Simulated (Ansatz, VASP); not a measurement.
Two plane-wave programs on Al2Cu3

```xyz
10
Lattice="-2.0840 3.6095 0.0000 2.0840 -1.2032 -4.3320 -6.2519 -3.6095 0.0000" Properties=species:S:1:pos:R:3 pbc="T T T"
Al   -4.1679    0.0000   -1.3386
Al    0.0000    0.0000   -1.3386
Al   -6.2519   -1.2032   -2.9933
Al   -2.0840   -1.2032   -2.9933
Cu   -6.2519   -1.2032   -0.4144
Cu   -2.0840   -1.2032   -0.4144
Cu   -4.1679    0.0000   -3.9175
Cu    0.0000    0.0000   -3.9175
Cu   -4.1679   -2.4063   -2.1660
Cu   -2.0840    1.2032   -2.1660
```

Alike in both runs: task single point; functional PBE; k mesh 6 × 6 × 4; occupations gaussian, width 0.2 eV; no spin polarisation.

```csv
,VASP,Ansatz
version,VASP 6.6.1,Ansatz 0.2.0
potentials or method,"VASP PAW PBE potentials, release 64 (Al, Cu), cutoff 520 eV","scalar-relativistic, plane waves, PAW"
valence electrons in the cell,78,126
```

```tsv
	VASP	Ansatz	Ansatz less VASP
gap on the k mesh at the Fermi level (eV)	none	none	-
pressure (GPa)	0.1	-0.1	-0.23
traceless stress, the component that is largest in VASP (GPa)	0.25	0.24	-0.004
rms of the force components (eV/Å)	0.005	0.004	-0.0013
```

Atom by atom the forces differ by 0.002 eV/Å (rms over components). A gap of «none» marks a metal or a gap that the smearing closes. VASP's potentials hold 78 valence electrons a cell and Ansatz's 126, so a difference there can come from the potentials and not from the codes.
